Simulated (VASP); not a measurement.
## Ru2Rh: relaxation of cell and atoms with PBE

Crystal: Ru2Rh.

```xyz
3
Lattice="2.7095 0.0000 0.0000 0.0000 2.7095 0.0000 0.0000 0.0000 6.0848" Properties=species:S:1:pos:R:3 pbc="T T T"
Ru    1.3548    1.3548    1.9195
Ru    1.3548    1.3548    4.1653
Rh    0.0000    0.0000    0.0000
```

The cell was built from a structure type or drawn by symmetry, and may not be a known phase.

```yaml
Program: VASP 6.6.1
Task: relaxation of cell and atoms
Functional: PBE
Potentials_or_basis: VASP PAW PBE potentials, release 64 (Ru_pv, Rh_pv)
Cutoff: 600 eV
k_mesh: 16 × 16 × 8
Occupations: gaussian, width 0.1 eV
Spin: no spin polarisation
Dipole_correction: no
Further_INCAR_settings: ALGO = Fast; EDIFF = 1e-07; IBRION = 2; EDIFFG = -0.01; NSW = 100; ISIF = 3
```

```json
{"Relaxed volume": "14.78 Å³/atom", "Relaxed cell": "a = 2.683 Å, b = 2.683 Å, c = 6.160 Å, α = 90.00°, β = 90.00°, γ = 90.00°", "Space group after relaxing (to 0.1 Å)": "P4/mmm (No. 123)", "Energy gained by relaxing": "7.7 meV/atom", "Ionic steps": "6", "Pressure after relaxing": "0.0 GPa", "Largest force after relaxing": "0.009 eV/Å", "Band gap on the k mesh": "zero (an odd number of electrons rules out a gap without spin polarisation)"}
```

Forces on the atoms (eV/Å):
```
Ru   0.000  0.000  0.009
Ru   0.000  0.000 -0.009
Rh   0.000  0.000  0.000
```

Stress tensor (GPa, compression positive):
```
0.01 0.00 0.00
0.00 0.01 0.00
0.00 0.00 0.10
```

The path:
| step | energy change (eV) | largest force (eV/Å) | pressure (GPa) | volume (Å³) |
| --- | --- | --- | --- | --- |
| 1 | 0.0000 | 0.6257 | -0.35 | 44.67 |
| 2 | -0.0084 | 0.5045 | -1.06 | 44.45 |
| 3 | -0.0220 | 0.0861 | -1.02 | 44.55 |
| 4 | -0.0206 | 0.0394 | 2.17 | 43.99 |
| 5 | -0.0228 | 0.0690 | 0.17 | 44.34 |
| 6 | -0.0231 | 0.0087 | 0.04 | 44.35 |

Final structure:
```
Ru Rh
1.0
     2.68342    0.00000    0.00000
     0.00000    2.68342    0.00000
     0.00000    0.00000    6.15961
Ru Rh
2 1
Cartesian
  1.3417 1.3417 1.9300
  1.3417 1.3417 4.2296
  0.0000 0.0000 0.0000
```

Levels at points of the mesh, in eV from the Fermi level:
```tsv
k point	band 20	band 21	band 22	band 23	band 24	band 25
(0.00, 0.00, 0.00)	-1.64	-0.90	-0.45	0.55	0.98	1.01
(0.50, 0.00, 0.00)	-1.25	-0.22	0.55	0.84	2.08	2.44
(0.50, 0.50, 0.00)	1.21	1.21	1.67	2.17	2.40	3.78
(0.00, 0.00, 0.50)	-0.41	0.00	0.00	0.50	0.50	0.71
(0.50, 0.00, 0.50)	-1.25	-0.77	0.23	0.31	0.59	1.57
(0.50, 0.50, 0.50)	0.16	1.05	2.18	2.40	2.55	6.91
```

Run time: 16 min on 1 thread of Intel(R) Xeon(R) Platinum 8488C (Sapphire Rapids), with other jobs on the host, peak memory 0.4 GiB.
